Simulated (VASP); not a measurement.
## CdF2: single point with PBE

Crystal: CdF2.

```
Cd F
1.0
     0.00000    2.69400    2.69400
     2.69400    0.00000    2.69400
     2.69400    2.69400    0.00000
Cd F
1 2
Direct
  0.00000 0.00000 0.00000
  0.75000 0.75000 0.75000
  0.25000 0.25000 0.25000
```

```yaml
Program: VASP 6.6.1
Task: single point
Functional: PBE
Potentials_or_basis: VASP PAW PBE potentials, release 64 (Cd, F)
Cutoff: 520 eV
k_mesh: 9 × 9 × 9
Occupations: gaussian, width 0.021 eV
Spin: no spin polarisation
Dipole_correction: no
Further_INCAR_settings: ALGO = Normal; EDIFF = 1e-06; NBANDS = 20
```

* Pressure: 6.2 GPa
* Band gap on the k mesh: 3.10 eV, indirect (least direct gap 3.57 eV)

Levels at points of the mesh, in eV from the valence-band top:
```tsv
k point	band 11	band 12	band 13	band 14	band 15	band 16
(0.00, 0.00, 0.00)	-0.47	-0.47	-0.47	3.10	12.73	12.73
```

Wall time 12 s on 1 thread of Intel(R) Xeon(R) 6975P-C (Granite Rapids), with other jobs on the host, peak memory 0.16 GiB.

A k mesh can miss the band edges. PBE gaps usually lie below the measured ones, often by a third to a half.
